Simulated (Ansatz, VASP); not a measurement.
**Ga2P in VASP and in Ansatz**

```
Ga P
1.0
     3.69768    0.00000    0.00000
     0.00000    3.69768    0.00000
     0.00000    0.00000    7.92699
Ga P
4 2
Direct
  0.00000 0.00000 0.00000
  0.50000 0.50000 0.00000
  0.00000 0.50000 0.35904
  0.50000 0.00000 0.64096
  0.00000 0.50000 0.68086
  0.50000 0.00000 0.31914
```

Alike in both runs: functional PBE; k mesh 4 × 4 × 4; occupations gaussian, width 0.1 eV; no spin polarisation.

Ansatz relaxed the structure, and its values are those at the end. VASP's run is a single point on that final structure, the one shown.

|  | VASP | Ansatz |
| --- | --- | --- |
| version | VASP 6.6.1 | Ansatz 0.2.0 |
| potentials or method | VASP PAW PBE potentials, release 64 (Ga_d, P), cutoff 520 eV | scalar-relativistic, plane waves, PAW |
| valence electrons in the cell | 62 | 62 |

VASP gave:

* gap on the k mesh at the Fermi level (eV): none
* pressure (GPa): 0.1

Q: Estimate Ansatz's values.

A: gap on the k mesh at the Fermi level (eV): none; pressure (GPa): 0.0.

A gap of «none» marks a metal or a gap that the smearing closes.

The k mesh is coarse, so the values compare programs but aren't converged.
